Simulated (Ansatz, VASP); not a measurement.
# Two plane-wave programs on BeS

File INCAR:

```
PREC = Accurate ; ENCUT = 520
EDIFF = 1E-6 ; ISMEAR = 0
SIGMA = 0.01 ; LREAL = False
LASPH = True ; NELM = 60
ALGO = Normal ; ISIF = 2
LWAVE = False ; LCHARG = True
LELF = True ; LVHAR = True
NBANDS = 11
```

KPOINTS

```
regular mesh
0
Gamma
  10 10 10
```

Contents of POSCAR:

```
BeS
1.0
    0.0000000000      2.4343066148      2.4343066148
    2.4343066148      0.0000000000      2.4343066148
    2.4343066148      2.4343066148      0.0000000000
Be S
1 1
Direct
    0.0000000000      0.0000000000      0.0000000000
    0.2500000000      0.2500000000      0.2500000000
```

Input for Ansatz:

```yaml
crystal:
  lattice:
    - [0.0, 2.4343066148, 2.4343066148]
    - [2.4343066148, 0.0, 2.4343066148]
    - [2.4343066148, 2.4343066148, 0.0]
  atoms:
    - { symbol: Be, position: [0.0, 0.0, 0.0] }
    - { symbol: S, position: [0.25, 0.25, 0.25] }
kpoints:
  mp_grid: { grid: [10, 10, 10] }
  band_path:
    path:
      - [0.0, 0.0, 0.0]
      - [-0.5, -0.5, 0.0]
      - [-0.375, -0.375, 0.25]
      - [-0.375, 0.0, 0.375]
      - [0.0, 0.0, 0.5]
      - [-0.5, -0.25, 0.25]
      - [0.0, 0.5, 0.5]
      - [-0.0375, 0.0, 0.0375]
    npoints: 1
hamiltonian:
  xc: lda
scf:
  occupations: { method: fixed }
  n_extra_bands: 4
output:
  forces: true
  stress: true
  eigenvalues: true
```

Alike in both runs: task single point; functional LDA; k mesh 10 × 10 × 10; no spin polarisation.

|  | VASP | Ansatz |
| --- | --- | --- |
| version | VASP 6.6.1 | Ansatz 0.2.0 |
| potentials or method | VASP PAW LDA potentials, release 64 (Be, S) | plane waves, PAW |
| plane-wave cutoff (eV) | 520 | 420 |
| occupations | gaussian, width 0.01 eV | fixed |
| valence electrons in the cell | 8 | 8 |

|  | VASP | Ansatz | Ansatz less VASP |
| --- | --- | --- | --- |
| gap on the k mesh at the Fermi level (eV) | 2.93 | 2.92 | -0.007 |
| pressure (GPa) | -4.2 | -4.2 | -0.03 |

LDA's correlation is that of Perdew and Zunger in VASP and of Perdew and Wang (1992) in Ansatz.
